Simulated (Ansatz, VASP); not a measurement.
# One calculation of Ge, two programs

```
Ge
1.0
     1.48805   -2.59469    0.00000
     1.48805    2.59469    0.00000
     0.00000    0.00000    4.72760
Ge
2
Cartesian
  1.4881 -0.8643 1.1819
  1.4881 0.8643 3.5457
```

Alike in both runs: task single point; functional BLYP; k mesh 12 × 12 × 7; no spin polarisation.

|  | VASP | Ansatz |
| --- | --- | --- |
| version | VASP 6.6.1 | Ansatz 0.2.0 |
| potentials or method | VASP PAW PBE potentials, release 64 (Ge_d), cutoff 500 eV | plane waves, PAW |
| occupations | fermi-dirac, width 0.1 eV | fermi-dirac |
| valence electrons in the cell | 28 | 28 |

|  | VASP | Ansatz | Ansatz less VASP |
| --- | --- | --- | --- |
| pressure (GPa) | 11.3 | 11.3 | +0.01 |
| traceless stress, the component that is largest in VASP (GPa) | -1.14 | -1.16 | -0.012 |

VASP's potentials were made for PBE, not for BLYP.
